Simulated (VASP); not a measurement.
# K (Im-3m) in VASP: further runs

The runs below take K through single point, relaxation of cell and atoms, with PBE.

All numbers are computed with VASP 6.6.1; they aren't measurements. Logs are shortened: lines on timing, memory, paths and dates and some standing lists are left out, and cuts for length are marked.

## 1. The cell of the first run

The structure is cubic, space group Im-3m (No. 229). The conventional cell has a = 4.888 Å, b = 4.888 Å, c = 4.888 Å, α = 90.00°, β = 90.00°, γ = 90.00°. Within 5.6 Å of K (site symmetry m-3m) lie 14 K at 4.23 to 4.89 Å.

## 2. Single point, PBE

File INCAR:

```
PREC = Accurate
ENCUT = 520
EDIFF = 1E-7
ISMEAR = -1
SIGMA = 0.05
LREAL = F
LASPH = T
NELM = 100
ALGO = Normal
ISIF = 2
LWAVE = F
LCHARG = F
GGA = PE
NBANDS = 10
```

File KPOINTS:

```
regular mesh
0
Gamma
  11 11 11
```

File POSCAR:

```
K
1.0
   -2.4441435017      2.4441435017      2.4441435017
    2.4441435017     -2.4441435017      2.4441435017
    2.4441435017      2.4441435017     -2.4441435017
K
1
Direct
    0.0000000000      0.0000000000      0.0000000000
```

Potentials or basis: VASP PAW PBE potentials, release 64 (K_sv).

Launch:

```console
$ cat potpaw_PBE.64/K_sv/POTCAR > POTCAR
$ mpirun -np 1 vasp_std > vasp.out
```

OUTCAR:

```text
PREC = Accurate
   ENCUT = 520
   EDIFF = 1E-7
   ISMEAR = -1
   LREAL = F
   LASPH = T
   NELM = 100
   ISIF = 2
   GGA = PE

 ion  position               nearest neighbor table
   1  0.000  0.000  0.000-

  LATTYP: Found a body centered cubic cell.
 ALAT       =     4.8882870034

  Lattice vectors:

 A1 = (  -2.4441435017,   2.4441435017,   2.4441435017)
 A2 = (   2.4441435017,  -2.4441435017,   2.4441435017)
 A3 = (   2.4441435017,   2.4441435017,  -2.4441435017)

Analysis of symmetry for initial positions (statically):
=====================================================================
 Subroutine PRICEL returns:
 Original cell was already a primitive cell.

 Routine SETGRP: Setting up the symmetry group for a
 body centered cubic supercell.

 Subroutine GETGRP returns: Found 48 space group operations
 (whereof 48 operations were pure point group operations)
 out of a pool of 48 trial point group operations.

The static configuration has the point symmetry O_h .

Analysis of symmetry for dynamics (positions and initial velocities):
=====================================================================
 Subroutine PRICEL returns:
 Original cell was already a primitive cell.

 Routine SETGRP: Setting up the symmetry group for a
 body centered cubic supercell.

 Subroutine GETGRP returns: Found 48 space group operations
 (whereof 48 operations were pure point group operations)
 out of a pool of 48 trial point group operations.

The dynamic configuration has the point symmetry O_h .

 Subroutine INISYM returns: Found 48 space group operations
 (whereof 48 operations are pure point group operations),
 and found     1 'primitive' translations

----------------------------------------------------------------------------------------

                                     Primitive cell

  volume of cell :      58.4037

  direct lattice vectors                    reciprocal lattice vectors
    -2.444143502  2.444143502  2.444143502     0.000000000  0.204570640  0.204570640
     2.444143502 -2.444143502  2.444143502     0.204570640  0.000000000  0.204570640
     2.444143502  2.444143502 -2.444143502     0.204570640  0.204570640  0.000000000

  length of vectors
     4.233380726  4.233380726  4.233380726     0.289306573  0.289306573  0.289306573

  position of ions in fractional coordinates (direct lattice)
     0.000000000  0.000000000  0.000000000

  ion indices of the primitive-cell ions
   primitive index   ion index
                 1           1

----------------------------------------------------------------------------------------

 KPOINTS: regular mesh

Automatic generation of k-mesh.
 Grid dimensions read from file:
 generate k-points for:   11   11   11

 Generating k-lattice:

  Cartesian coordinates                     Fractional coordinates (reciprocal lattice)
     0.000000000  0.018597331  0.018597331     0.090909091  0.000000000  0.000000000
     0.018597331  0.000000000  0.018597331     0.000000000  0.090909091  0.000000000
     0.018597331  0.018597331  0.000000000     0.000000000  0.000000000  0.090909091

  Length of vectors
     0.026300598  0.026300598  0.026300598

  Shift w.r.t. Gamma in fractional coordinates (k-lattice)
     0.000000000  0.000000000  0.000000000

 Subroutine IBZKPT returns following result:
 ===========================================

 Found     56 irreducible k-points:

 Following reciprocal coordinates:
            Coordinates               Weight
  0.000000  0.000000  0.000000      1.000000
  0.090909  0.000000  0.000000     12.000000
  0.181818  0.000000  0.000000     12.000000
  0.272727  0.000000  0.000000     12.000000
  0.363636  0.000000  0.000000     12.000000
  0.454545  0.000000  0.000000     12.000000
[... 16 lines left out ...]
  0.272727  0.181818  0.090909     48.000000
  0.363636  0.181818  0.090909     24.000000
 [... further k-points ...]
   k-points           NKPTS =     56   k-points in BZ     NKDIM =     56   number of bands    NBANDS=     10
   number of dos      NEDOS =    301   number of ions     NIONS =      1
   total plane-waves  NPLWV =  32768
   dimension x,y,z NGX =    32 NGY =   32 NGZ =   32
   dimension x,y,z NGXF=    64 NGYF=   64 NGZF=   64
   ions per type =               1
   NGX,Y,Z   is equivalent  to a cutoff of  12.57, 12.57, 12.57 a.u.
   NGXF,Y,Z  is equivalent  to a cutoff of  25.13, 25.13, 25.13 a.u.
 SYSTEM =  unknown system
   PREC   = accura    normal or accurate (medium, high low for compatibility)
   ISTART =      0    job   : 0-new  1-cont  2-samecut
   ICHARG =      2    charge: 1-file 2-atom 10-const
   ISPIN  =      1    spin polarized calculation?
   LNONCOLLINEAR =      F non collinear calculations
   LSORBIT =      F    spin-orbit coupling
   LASPH  =      T    aspherical Exc in radial PAW
   ENCUT  =  520.0 eV  38.22 Ry    6.18 a.u.   7.87  7.87  7.87*2*pi/ulx,y,z
   NELM   =    100;   NELMIN=  2; NELMDL= -5     # of ELM steps
   EDIFF  = 0.1E-06   stopping-criterion for ELM
   LREAL  =      F    real-space projection
   EDIFFG = 0.1E-05   stopping-criterion for IOM
   NSW    =      0    number of steps for IOM
   IBRION =     -1    ionic relax: 0-MD 1-quasi-New 2-CG
   NFREE  =      0    steps in history (QN), initial steepest desc. (CG)
   ISIF   =      2    stress and relaxation
   ISYM   =      2    0-nonsym 1-usesym 2-fastsym
   POTIM  = 0.5000    time-step for ionic-motion
   TEBEG  =    0.0;   TEEND  =   0.0 temperature during run
   PSTRESS=    0.0 pullay stress
   NELECT =       9.0000    total number of electrons
   NUPDOWN=      -1.0000    fix difference up-down
   EMIN   =  10.00;   EMAX   =-10.00  energy-range for DOS
   EFERMI =   0.00;   METHOD = LEGACY
   ISMEAR =    -1;   SIGMA  =   0.05  broadening in eV -4-tet -1-fermi 0-gaus
   EFERMI_NEDOS =   21; number of points for ismear=-14 and -15
   IALGO  =     38    algorithm
   IMIX   =      4    mixing-type and parameters
     AMIX     =   0.40;   BMIX     =  1.00
     AMIX_MAG =   1.60;   BMIX_MAG =  1.00
  volume/ion in A,a.u.               =      58.40       394.13
  Fermi-wavevector in a.u.,A,eV,Ry     =   0.877692  1.658598 10.481164  0.770344
  Thomas-Fermi vector in A             =   1.997676
   LORBIT       =      0    0 simple, 1 ext, 2 COOP (PROOUT), +10 PAW based schemes
   GGA     = PE    functional components
   LHFCALC =     F    Hartree Fock is set to
   AEXX    =    0.0000 exact exchange contribution
   IVDW    =     0    specifies the selected vdW correction
   LEPSILON=     F    determine dielectric tensor
   LRPA    =     F    only Hartree local field effects (RPA)
 non-spin polarized calculation
  energy-cutoff  :      520.00
  volume of cell :       58.40
 maximum number of plane-waves:      1593
   NGX = 15   NGY = 15   NGZ = 15

 number of electron       9.0000001 magnetization

 Free energy of the ion-electron system (eV)
  ---------------------------------------------------
  ext. energy  EPLUGINS =         0.00000000
  ---------------------------------------------------
  free energy    TOTEN  =        -1.00007879 eV

  energy without entropy =       -0.99522430  energy(sigma->0) =       -0.99765154

 E-fermi :   0.4882     XC(G=0):  -6.2404

 val. band max:        0.4461119947   @ k =  -0.3636   0.4545   0.0909
 cond. band min:       0.5657099942   @ k =   0.1818   0.1818   0.1818
 fundamental gap:      0.1195979995
 Fermi energy:         0.4882140020

 k-point     1 :       0.0000    0.0000    0.0000
  band No.  band energies     occupation
      1     -31.5739      2.00000
      2     -14.9963      2.00000
      3     -14.9963      2.00000
      4     -14.9963      2.00000
      5      -2.0430      2.00000
      6       4.9547      0.00000
      7       4.9547      0.00000
      8       4.9547      0.00000
      9       6.0213      0.00000
     10       6.0213      0.00000

 k-point     2 :       0.0909    0.0000    0.0000
  band No.  band energies     occupation
      1     -31.5730      2.00000
      2     -15.0085      2.00000
      3     -15.0001      2.00000
      4     -14.9963      2.00000
      5      -1.9182      2.00000
      6       4.7925      0.00000
      7       4.8044      0.00000
      8       5.0632      0.00000
      9       5.8228      0.00000
     10       5.9965      0.00000

 k-point     3 :       0.1818    0.0000    0.0000
  band No.  band energies     occupation
      1     -31.5704      2.00000
      2     -15.0409      2.00000
      3     -15.0104      2.00000
      4     -14.9964      2.00000
      5      -1.5534      2.00000
      6       4.1671      0.00000
      7       4.4642      0.00000
      8       5.3845      0.00000
      9       5.7508      0.00000
     10       5.9708      0.00000

 k-point     4 :       0.2727    0.0000    0.0000
  band No.  band energies     occupation
      1     -31.5670      2.00000
      2     -15.0827      2.00000
      3     -15.0238      2.00000
      4     -14.9966      2.00000
      5      -0.9774      2.00000
      6       3.3162      0.00000
      7       4.1061      0.00000
      8       5.8684      0.00000
      9       5.9059      0.00000
     10       6.0288      0.00000

 k-point     5 :       0.3636    0.0000    0.0000
  band No.  band energies     occupation
      1     -31.5639      2.00000
      2     -15.1205      2.00000
      3     -15.0360      2.00000
      4     -14.9968      2.00000
      5      -0.2373      2.00000
      6       2.4414      0.00000
      7       3.8312      0.00000
      8       5.9145      0.00000
      9       6.2220      0.00000
     10       6.6046      0.00000

 k-point     6 :       0.4545    0.0000    0.0000
  band No.  band energies     occupation
      1     -31.5621      2.00000
      2     -15.1426      2.00000
      3     -15.0433      2.00000
      4     -14.9968      2.00000
      5       0.5859      0.24821
      6       1.5811      0.00000
      7       3.6851      0.00000
      8       5.8306      0.00000
      9       6.5321      0.00000
     10       7.3451      0.00000

 k-point     7 :       0.0909    0.0909    0.0000
  band No.  band energies     occupation
      1     -31.5712      2.00000
      2     -15.0308      2.00000
      3     -15.0043      2.00000
      4     -14.9992      2.00000
      5      -1.6733      2.00000
      6       4.4287      0.00000
      7       4.5195      0.00000
      8       5.2733      0.00000
      9       5.6253      0.00000
     10       6.0862      0.00000

 k-point     8 :       0.1818    0.0909    0.0000
  band No.  band energies     occupation
      1     -31.5682      2.00000
      2     -15.0662      2.00000
      3     -15.0167      2.00000
      4     -15.0005      2.00000
      5      -1.2022      2.00000
      6       3.7205      0.00000
      7       4.1356      0.00000
      8       5.6212      0.00000
      9       5.6692      0.00000
     10       6.2262      0.00000

 k-point     9 :       0.2727    0.0909    0.0000
  band No.  band energies     occupation
      1     -31.5650      2.00000
      2     -15.1034      2.00000
      3     -15.0317      2.00000
      4     -15.0010      2.00000
      5      -0.5416      2.00000
      6       2.8914      0.00000
      7       3.8181      0.00000
      8       5.7173      0.00000
      9       6.2138      0.00000
     10       6.3645      0.00000
[... 118 lines left out ...]
 k-point    19 :       0.2727    0.0909    0.0909
  band No.  band energies     occupation
      1     -31.5634      2.00000
      2     -15.1178      2.00000
      3     -15.0384      2.00000
      4     -15.0074      2.00000
      5      -0.0236      1.99993
      6       2.5053      0.00000
      7       3.3746      0.00000
      8       5.9851      0.00000
      9       6.4242      0.00000
     10       6.4376      0.00000

 k-point    20 :       0.3636    0.0909    0.0909
  band No.  band energies     occupation
      1     -31.5618      2.00000
      2     -15.1314      2.00000
      3     -15.0500      2.00000
      4     -15.0080      2.00000
      5       0.7969      0.00416
      6       1.6971      0.00000
      7       3.2475      0.00000
      8       5.7771      0.00000
      9       6.6142      0.00000
     10       6.7781      0.00000

 k-point    21 :      -0.0909    0.0909    0.0909
  band No.  band energies     occupation
      1     -31.5720      2.00000
      2     -15.0124      2.00000
      3     -15.0040      2.00000
      4     -15.0040      2.00000
      5      -1.7948      2.00000
      6       4.7438      0.00000
      7       4.7438      0.00000
      8       5.0972      0.00000
      9       5.3344      0.00000
     10       6.2204      0.00000

 k-point    22 :       0.1818    0.1818    0.0909
  band No.  band energies     occupation
      1     -31.5638      2.00000
      2     -15.1110      2.00000
      3     -15.0329      2.00000
      4     -15.0151      2.00000
      5      -0.1171      1.99999
      6       2.8365      0.00000
      7       3.1386      0.00000
      8       6.0311      0.00000
      9       6.1967      0.00000
     10       6.4874      0.00000

 k-point    23 :       0.2727    0.1818    0.0909
  band No.  band energies     occupation
      1     -31.5620      2.00000
      2     -15.1179      2.00000
      3     -15.0525      2.00000
      4     -15.0185      2.00000
      5       0.6495      0.07646
      6       2.2205      0.00000
      7       2.8828      0.00000
      8       5.6513      0.00000
      9       6.3797      0.00000
     10       6.6531      0.00000

 k-point    24 :       0.3636    0.1818    0.0909
  band No.  band energies     occupation
      1     -31.5613      2.00000
      2     -15.1180      2.00000
      3     -15.0625      2.00000
      4     -15.0194      2.00000
      5       1.4214      0.00000
      6       1.5067      0.00000
      7       2.8068      0.00000
      8       5.4345      0.00000
      9       6.5339      0.00000
     10       6.6435      0.00000

 [... further k-points ...]
[... 5 lines left out ...]
  --------------------------------------------------------------------------------------
  -------------------------------------------------------------------------------------
  Total        0.4660174      0.4660174      0.4660174      0.0000000     -0.0000000      0.0000000
  in kB       12.7841717     12.7841717     12.7841717      0.0000000     -0.0000000      0.0000000
  external PRESSURE =      12.7841717 kB  Pullay stress =       0.0000000 kB

 VOLUME and BASIS-vectors are now :
 -----------------------------------------------------------------------------
  energy-cutoff  :      520.00
  volume of cell :       58.40
      direct lattice vectors                 reciprocal lattice vectors
    -2.444143502  2.444143502  2.444143502     0.000000000  0.204570640  0.204570640
     2.444143502 -2.444143502  2.444143502     0.204570640  0.000000000  0.204570640
     2.444143502  2.444143502 -2.444143502     0.204570640  0.204570640  0.000000000

 POSITION                                       TOTAL-FORCE (eV/Angst)
 -----------------------------------------------------------------------------------
      0.00000      0.00000      0.00000        -0.000000     -0.000000     -0.000000
 -----------------------------------------------------------------------------------
    total drift:                                0.000000      0.000000     -0.000000

  FREE ENERGIE OF THE ION-ELECTRON SYSTEM (eV)
  ---------------------------------------------------
  free  energy   TOTEN  =        -1.0000787866 eV

  energy  without entropy=       -0.9952243027  energy(sigma->0) =       -0.99765154
```

It took 12 s on 1 thread of Intel Xeon Platinum 8488C (Sapphire Rapids), shared host; peak memory 0.18 GiB.

What came out:

* Free energy: -1.0001 eV
* Pressure: 1.3 GPa

Levels at points of the mesh, in eV from the Fermi level:
```csv
k point,band 2,band 3,band 4,band 5,band 6,band 7
"(0.00, 0.00, 0.00)",-15.48,-15.48,-15.48,-2.53,4.47,4.47
```

(Continued in part 2 of 2.)
